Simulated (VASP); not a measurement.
# RuSe (F-43m) in VASP: notebook, part 2 of 2

VASP 6.6.1.

**4. Single point, PBE (volume scaled by 0.960)**

Input file INCAR:

```
SYSTEM = RuSe
ALGO     = Normal         ! electronic algorithm
EDIFF    = 1E-6           ! SCF threshold, eV
ENCUT    = 520            ! plane-wave cutoff, eV
GGA      = PE             ! functional
ISIF     = 2              ! what is computed and relaxed
ISMEAR   = 0              ! smearing method
LASPH    = .True.         ! aspherical terms in the spheres
LCHARG   = .False.        ! write CHGCAR
LREAL    = .False.        ! projectors in reciprocal space
LWAVE    = .False.        ! write WAVECAR
NBANDS   = 17             ! bands
NELM     = 60             ! most SCF steps
PREC     = Accurate       ! precision mode
SIGMA    = 0.05           ! smearing width, eV
```

Input file KPOINTS:

```
k-points
0
Gamma
  10 10 10
  0 0 0
```

Input file POSCAR:

```
RuSe
1.0
    0.0000000000      2.7148248125      2.7148248125
    2.7148248125      0.0000000000      2.7148248125
    2.7148248125      2.7148248125      0.0000000000
Ru Se
1 1
Direct
    0.0000000000      0.0000000000      0.0000000000
    0.2500000000      0.2500000000      0.2500000000
```

Potentials or basis: VASP PAW PBE potentials, release 64 (Ru_pv, Se).

Started as:

```console
> cat potpaw_PBE.64/Ru_pv/POTCAR potpaw_PBE.64/Se/POTCAR > POTCAR
> mpirun -np 1 vasp_std > vasp.out
```

OUTCAR:

```text
SYSTEM = RuSe
   EDIFF = 1E-6
   ENCUT = 520
   GGA = PE
   ISIF = 2
   ISMEAR = 0
   LASPH = .True.
   LREAL = .False.
   NELM = 60
   PREC = Accurate

 ion  position               nearest neighbor table
   1  0.000  0.000  0.000-   2 2.35   2 2.35   2 2.35   2 2.35
   2  0.250  0.250  0.250-   1 2.35   1 2.35   1 2.35   1 2.35

  LATTYP: Found a face centered cubic cell.
 ALAT       =     5.4296496250

  Lattice vectors:

 A1 = (   0.0000000000,   2.7148248125,   2.7148248125)
 A2 = (   2.7148248125,   0.0000000000,   2.7148248125)
 A3 = (   2.7148248125,   2.7148248125,   0.0000000000)
[... 648 lines left out ...]
      4      -7.5535      2.00000
      5       0.4290      2.00000
      6       2.1226      2.00000
[... 9 lines left out ...]
     16      17.5264      0.00000
     17      18.6243      0.00000

 [... further k-points ...]
[... 5 lines left out ...]
  --------------------------------------------------------------------------------------
  -------------------------------------------------------------------------------------
  Total        1.3644376      1.3644376      1.3644376     -0.0000000      0.0000000      0.0000000
  in kB       54.6271857     54.6271857     54.6271857     -0.0000000      0.0000000      0.0000000
  external PRESSURE =      54.6271857 kB  Pullay stress =       0.0000000 kB

 VOLUME and BASIS-vectors are now :
 -----------------------------------------------------------------------------
  energy-cutoff  :      520.00
  volume of cell :       40.02
      direct lattice vectors                 reciprocal lattice vectors
     0.000000000  2.714824812  2.714824812    -0.184173947  0.184173947  0.184173947
     2.714824812  0.000000000  2.714824812     0.184173947 -0.184173947  0.184173947
     2.714824812  2.714824812  0.000000000     0.184173947  0.184173947 -0.184173947

 POSITION                                       TOTAL-FORCE (eV/Angst)
 -----------------------------------------------------------------------------------
      0.00000      0.00000      0.00000         0.000000     -0.000000     -0.000000
      1.35741      1.35741      1.35741        -0.000000      0.000000      0.000000
 -----------------------------------------------------------------------------------
    total drift:                                0.000001      0.000001      0.000001

  FREE ENERGIE OF THE ION-ELECTRON SYSTEM (eV)
  ---------------------------------------------------
  free  energy   TOTEN  =       -12.3960700795 eV

  energy  without entropy=      -12.3936190433  energy(sigma->0) =      -12.39484456
```

OSZICAR:

```text
N       E                     dE             d eps       ncg     rms          rms(c)
DAV:   1     0.148173224139E+03    0.14817E+03   -0.11156E+04  1630   0.110E+03
DAV:   2    -0.861723748822E+01   -0.15679E+03   -0.15253E+03  1851   0.302E+02
DAV:   3    -0.125689269735E+02   -0.39517E+01   -0.39224E+01  2059   0.489E+01
DAV:   4    -0.125958290659E+02   -0.26902E-01   -0.26891E-01  1859   0.407E+00
DAV:   5    -0.125961647198E+02   -0.33565E-03   -0.33562E-03  2185   0.412E-01    0.119E+01
DAV:   6    -0.124432155828E+02    0.15295E+00   -0.86673E-01  1672   0.890E+00    0.524E+00
DAV:   7    -0.124067658983E+02    0.36450E-01   -0.16780E-01  1704   0.404E+00    0.381E+00
DAV:   8    -0.123957997455E+02    0.10966E-01   -0.27332E-02  1823   0.164E+00    0.207E-01
DAV:   9    -0.123959220658E+02   -0.12232E-03   -0.10272E-03  2062   0.222E-01    0.133E-01
DAV:  10    -0.123960668929E+02   -0.14483E-03   -0.12248E-04  1741   0.741E-02    0.197E-02
DAV:  11    -0.123960693839E+02   -0.24909E-05   -0.50639E-06  2042   0.181E-02    0.524E-03
DAV:  12    -0.123960700795E+02   -0.69568E-06   -0.20266E-06  1705   0.990E-03
   1 F= -.12396070E+02 E0= -.12394845E+02  d E =-.245104E-02
```

Wall time 57 s (1 thread of AMD EPYC 7R13, shared host); peak memory 0.16 GiB.

What came out:

* Free energy: -12.3961 eV
* Pressure: 5.5 GPa
* Band gap on the k mesh: zero (band 10 reaches 9.00 eV, above the bottom of band 11 at 6.38 eV)

Caveat: the cell differs from its parent crystal (volume scaled by 0.960).

**5. Single point, PBE**

This run uses another cell than the first one, of 20.75 Å³/atom, 1.054 times its volume.

Input file INCAR:

```
PREC = Accurate
ENCUT = 520
EDIFF = 1E-7
ISMEAR = 0
SIGMA = 0.05
LREAL = F
LASPH = T
NELM = 100
ALGO = Normal
ISIF = 2
LWAVE = F
LCHARG = F
GGA = PE
NBANDS = 17
```

Input file KPOINTS:

```
Automatic mesh
0
Gamma
  10 10 10
```

Input file POSCAR:

```
RuSe
1.0
    0.0000000000      2.7480445175      2.7480445175
    2.7480445175      0.0000000000      2.7480445175
    2.7480445175      2.7480445175      0.0000000000
Ru Se
1 1
Direct
    0.0000000000      0.0000000000      0.0000000000
    0.2500000000      0.2500000000      0.2500000000
```

Potentials or basis: VASP PAW PBE potentials, release 64 (Ru_pv, Se).

Started as:

```console
> cat potpaw_PBE.64/Ru_pv/POTCAR potpaw_PBE.64/Se/POTCAR > POTCAR
> mpirun -np 1 vasp_std > vasp.out
```

OUTCAR:

```text
PREC = Accurate
   ENCUT = 520
   EDIFF = 1E-7
   ISMEAR = 0
   LREAL = F
   LASPH = T
   NELM = 100
   ISIF = 2
   GGA = PE

 ion  position               nearest neighbor table
   1  0.000  0.000  0.000-   2 2.38   2 2.38   2 2.38   2 2.38
   2  0.250  0.250  0.250-   1 2.38   1 2.38   1 2.38   1 2.38

  LATTYP: Found a face centered cubic cell.
 ALAT       =     5.4960890350

  Lattice vectors:

 A1 = (   0.0000000000,   2.7480445175,   2.7480445175)
 A2 = (   2.7480445175,   0.0000000000,   2.7480445175)
 A3 = (   2.7480445175,   2.7480445175,   0.0000000000)
[... 190 lines left out ...]
      6       1.1015      2.00000
[... 457 lines left out ...]
      4      -7.8460      2.00000
      5       0.2194      2.00000
      6       1.8341      2.00000
[... 9 lines left out ...]
     16      16.9244      0.00000
     17      17.9629      0.00000

 [... further k-points ...]
[... 5 lines left out ...]
  --------------------------------------------------------------------------------------
  -------------------------------------------------------------------------------------
  Total        0.1601181      0.1601181      0.1601181     -0.0000000     -0.0000000      0.0000000
  in kB        6.1808726      6.1808726      6.1808726     -0.0000000     -0.0000000      0.0000000
  external PRESSURE =       6.1808726 kB  Pullay stress =       0.0000000 kB

 VOLUME and BASIS-vectors are now :
 -----------------------------------------------------------------------------
  energy-cutoff  :      520.00
  volume of cell :       41.51
      direct lattice vectors                 reciprocal lattice vectors
     0.000000000  2.748044517  2.748044517    -0.181947562  0.181947562  0.181947562
     2.748044517  0.000000000  2.748044517     0.181947562 -0.181947562  0.181947562
     2.748044517  2.748044517  0.000000000     0.181947562  0.181947562 -0.181947562

 POSITION                                       TOTAL-FORCE (eV/Angst)
 -----------------------------------------------------------------------------------
      0.00000      0.00000      0.00000        -0.000000     -0.000000      0.000000
      1.37402      1.37402      1.37402         0.000000      0.000000     -0.000000
 -----------------------------------------------------------------------------------
    total drift:                                0.000001      0.000001      0.000001

  FREE ENERGIE OF THE ION-ELECTRON SYSTEM (eV)
  ---------------------------------------------------
  free  energy   TOTEN  =       -12.4238584583 eV

  energy  without entropy=      -12.4211525787  energy(sigma->0) =      -12.42250552
```

stdout:

```text
POSCAR found type information on POSCAR RuSe
 POSCAR found :  2 types and       2 ions
 scaLAPACK will be used
 LDA part: xc-table for (Slater+PW92), standard interpolation
 POSCAR, INCAR and KPOINTS ok, starting setup
 FFT: planning ... GRIDC
 FFT: planning ... GRID_SOFT
 FFT: planning ... GRID
 WAVECAR not read
 entering main loop
```

Run time: 68 s. Hardware: 1 thread of AMD EPYC 7R13, shared host; peak memory 0.16 GiB.

Results:

| Quantity | Value |
| --- | --- |
| Free energy | -12.4239 eV |
| Pressure | 0.6 GPa |
| Band gap on the k mesh | zero (band 10 reaches 8.45 eV, above the bottom of band 11 at 5.98 eV) |

Levels at points of the mesh, in eV from the Fermi level:
| k point | band 8 | band 9 | band 10 | band 11 | band 12 | band 13 |
| --- | --- | --- | --- | --- | --- | --- |
| (0.00, 0.00, 0.00) | -1.73 | -1.73 | 1.88 | 3.45 | 3.45 | 3.45 |
| (0.50, 0.00, 0.00) | -1.49 | -1.49 | -1.21 | 1.55 | 1.55 | 4.16 |
| (0.50, 0.50, 0.00) | -2.18 | -1.16 | -0.90 | -0.40 | -0.40 | 5.30 |

**6. Summary**

```csv
cell,gap on the mesh (eV),pressure (GPa)
"a = 3.819 Å, angles 60.0°, 2 atoms",none,7.8
"a = 3.866 Å, angles 60.0°, 2 atoms",none,2.6
"a = 3.839 Å, angles 60.0°, 2 atoms",none,5.5
"a = 3.886 Å, angles 60.0°, 2 atoms",none,0.6
```

Alike in all rows: task single point; level PBE; potentials or basis VASP PAW PBE potentials, release 64 (Ru_pv, Se); no spin polarisation; k mesh 10 × 10 × 10; cutoff (eV) 520; smearing gaussian 0.05 eV.

Total energies depend on the potentials used, so only differences within one code and one set of settings carry meaning.
